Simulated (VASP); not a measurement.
Wanted: the native input for a VASP 6.6.1 run.

| Quantity | Value |
| --- | --- |
| Task | single point |
| Functional | PBE |
| Potentials or basis | VASP PAW PBE potentials, release 64 (C) |
| Cutoff | 520 eV |
| k mesh | 6 × 3 × 1 |
| Occupations | gaussian, width 0.1 eV |
| Spin | no spin polarisation |
| Dipole correction | yes |
| Further INCAR settings | ALGO = Normal; EDIFF = 1e-07; NBANDS = 38 |

The structure of C lies in POSCAR:

```
C
1.0
    4.9326910637      0.0000000000      0.0000000000
   -1.2331727659      8.7858796705      0.0000000000
    0.0000000000      0.0000000000     20.2907137603
C
13
Direct
    0.0197005045      0.0788020180      0.1971345142
    0.5197005045      0.0788020180      0.1971345142
    0.2746256306      0.0985025225      0.2311704236
    0.7746256306      0.0985025225      0.2311704236
    0.2844758829      0.1379035315      0.2992422423
    0.7844758829      0.1379035315      0.2992422423
    0.0392967055      0.1571967531      0.3324023561
    0.5392967055      0.1571967531      0.3324023561
    0.0496769843      0.1987214031      0.4035397279
    0.5496769843      0.1987214031      0.4035397279
    0.3040736562      0.2163109382      0.4332382717
    0.8040736562      0.2163109382      0.4332382717
    0.4290736562      0.7163109382      0.3785025909
```

These files were run (other wordings do the same):

INCAR

```
PREC = Accurate
ENCUT = 520
EDIFF = 1E-7
ISMEAR = 0
SIGMA = 0.1
LREAL = F
LASPH = T
NELM = 80
ALGO = Normal
ISIF = 2
LWAVE = F
LCHARG = F
LDIPOL = T
IDIPOL = 3
DIPOL = 0.5 0.5 0.321
GGA = PE
NBANDS = 38
```

KPOINTS

```
Automatic mesh
0
Gamma
  6 3 1
```

Potentials or basis: VASP PAW PBE potentials, release 64 (C).

Command:

```bash
$ cat potpaw_PBE.64/C/POTCAR > POTCAR
$ mpirun -np 1 vasp_std > vasp.out
```

It gave:

```yaml
Largest_force: 3.316 eV/Å
Band_gap_on_the_k_mesh: zero (bands 26 and 27 overlap by 0.01 eV)
```

Wall time 24 min on 1 thread of Intel Xeon 8259CL, on a shared host, peak memory 0.97 GiB.
